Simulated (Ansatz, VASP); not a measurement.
PbS in VASP and in Ansatz

INCAR

```
ALGO = Normal
EDIFF = 1E-6
ENCUT = 500
GGA = PE
GGA_COMPAT = F
ISIF = 2
ISMEAR = 0
LASPH = T
LCHARG = F
LREAL = F
LWAVE = F
NBANDS = 17
NELM = 120
PREC = Accurate
SIGMA = 0.03
```

KPOINTS

```
k-points
0
Gamma
  12 12 12
```

The input POSCAR:

```
PbS
1.0
    0.0000000000      2.7552471316      2.7552471316
    2.7552471316      0.0000000000      2.7552471316
    2.7552471316      2.7552471316      0.0000000000
Pb S
1 1
Direct
    0.0000000000      0.0000000000      0.0000000000
    0.5000000000      0.5000000000      0.5000000000
```

Input for Ansatz:

```yaml
crystal:
  lattice:
    - [0.0, 2.7552471316, 2.7552471316]
    - [2.7552471316, 0.0, 2.7552471316]
    - [2.7552471316, 2.7552471316, 0.0]
  atoms:
    - { symbol: Pb, position: [0.0, 0.0, 0.0] }
    - { symbol: S, position: [0.5, 0.5, 0.5] }
scf:
  occupations: { method: gaussian, width: 0.03 }
output:
  forces: true
  stress: true
  eigenvalues: true
hamiltonian:
  xc: pbe
basis:
  ecutwfc: 450
kpoints:
  mp_grid: { grid: [12, 12, 12] }
```

Alike in both runs: task single point; functional PBE; k mesh 12 × 12 × 12; occupations gaussian, width 0.03 eV; no spin polarisation.

```csv
,VASP,Ansatz
version,VASP 6.6.1,Ansatz 0.2.0
potentials or method,"VASP PAW PBE potentials, release 64 (Pb_d, S), cutoff 500 eV","scalar-relativistic, plane waves, PAW"
valence electrons in the cell,20,20
```

Ansatz gave:

```
gap on the k mesh at the Fermi level (eV) : 0.46
least direct gap on the mesh (eV)         : 0.50
pressure (GPa)                            : 23.7
```

Estimate VASP's values.

gap on the k mesh at the Fermi level (eV): 0.46; least direct gap on the mesh (eV): 0.50; pressure (GPa): 23.6.

Neither program's run includes spin-orbit coupling.
